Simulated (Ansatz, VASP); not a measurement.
**Two plane-wave programs on Al3Ni2**

INCAR

```
SYSTEM = Al3Ni2
  PREC = Accurate
  ENCUT = 520
  EDIFF = 1E-7
  ISMEAR = 0
  SIGMA = 0.15
  LREAL = .False.
  LASPH = .True.
  NELM = 100
  ALGO = Fast
  ISIF = 2
  LWAVE = .False.
  LCHARG = .False.
  GGA = PS
  NBANDS = 22
```

File KPOINTS:

```
regular mesh
0
Gamma
  12 12 10
  0 0 0
```

POSCAR

```
Al3Ni2
1.0
    4.0031396433      0.0000000000      0.0000000000
   -2.0015698216      3.4668206260      0.0000000000
    0.0000000000      0.0000000000      4.7379779954
Al Ni
3 2
Direct
    0.0000000000      0.0000000000      0.0000000000
    0.3333333333      0.6666666667      0.6477829059
    0.6666666667      0.3333333333      0.3522170941
    0.3333333333      0.6666666667      0.1455709067
    0.6666666667      0.3333333333      0.8544290933
```

Input for Ansatz:

```yaml
crystal:
  lattice:
    - [4.0031396433, 0.0, 0.0]
    - [-2.0015698216, 3.466820626, 0.0]
    - [0.0, 0.0, 4.7379779954]
  atoms:
    - { symbol: Al, position: [0.0, 0.0, 0.0] }
    - { symbol: Al, position: [0.3333333333, 0.6666666667, 0.6477829059] }
    - { symbol: Al, position: [0.6666666667, 0.3333333333, 0.3522170941] }
    - { symbol: Ni, position: [0.3333333333, 0.6666666667, 0.1455709067] }
    - { symbol: Ni, position: [0.6666666667, 0.3333333333, 0.8544290933] }
basis:
  ecutwfc: 420
kpoints:
  mp_grid: { grid: [12, 12, 10] }
hamiltonian:
  xc: pbesol
scf:
  occupations: { method: gaussian, width: 0.15 }
output:
  forces: true
  stress: true
  eigenvalues: true
```

Change from the starting cell: strain +0.000 along x and y, -0.025 along z, atoms carried along.

Alike in both runs: task single point; functional PBEsol; k mesh 12 × 12 × 10; occupations gaussian, width 0.15 eV; no spin polarisation.

```csv
,VASP,Ansatz
version,VASP 6.6.1,Ansatz 0.2.0
potentials or method,"VASP PAW PBE potentials, release 64 (Al, Ni), cutoff 520 eV","scalar-relativistic, plane waves, PAW"
valence electrons in the cell,29,45
```

```tsv
	VASP	Ansatz	Ansatz less VASP
gap on the k mesh at the Fermi level (eV)	none	none	-
pressure (GPa)	4.1	4.1	-0.02
traceless stress, the component that is largest in VASP (GPa)	4.47	4.46	-0.003
rms of the force components (eV/Å)	0.029	0.030	+0.0008
```

VASP's potentials were made for PBE, not for PBEsol. Atom by atom the forces differ by 0.005 eV/Å (rms over components). A gap of «none» marks a metal or a gap that the smearing closes. VASP's potentials hold 29 valence electrons a cell and Ansatz's 45, so a difference there can come from the potentials and not from the codes.
